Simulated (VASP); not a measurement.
The system is BaTiO3.

```
Ba Ti O
1.0
     2.86290    1.65289    2.35635
    -2.86290    1.65289    2.35635
     0.00000   -3.30579    2.35635
Ba Ti O
1 1 3
Direct
  0.00501 0.00501 0.00501
  0.51917 0.51917 0.51917
  0.48837 0.48837 0.97779
  0.48837 0.97779 0.48837
  0.97779 0.48837 0.48837
```

Base run:

| Item | Value |
| --- | --- |
| Program | VASP 6.6.1 |
| Functional | PBE |
| Potentials or basis | VASP PAW PBE potentials, release 64 (Ba_sv, Ti_sv, O) |
| Cutoff | 520 eV |
| k mesh | 6 × 6 × 6 |
| Occupations | gaussian, width 0.02 eV |
| Spin | no spin polarisation |

Its results: band gap on the k mesh 2.58 eV (least direct gap 3.12 eV); pressure 1.6 GPa; largest force 0.086 eV/Å.

Question: The run is repeated on the same cell with these changes: further incar settings from ALGO = Normal; EDIFF = 1e-06; NBANDS = 28 to ALGO = Normal; EDIFF = 1e-07; NBANDS = 28; hubbard terms from none to Ti d U = 4.0 eV. What comes out?

Answer: Band gap on the k mesh 2.97 eV (least direct gap 3.51 eV); pressure 4.9 GPa; largest force 1.230 eV/Å.

Caveats: spin-orbit coupling is left out, which moves the levels of the heavy elements; the cell stands under pressure (at least some runs); forces of over 1 eV/Å act on the atoms, so gaps and moduli don't describe the material at rest (at least some runs).

A k mesh can miss the band edges.
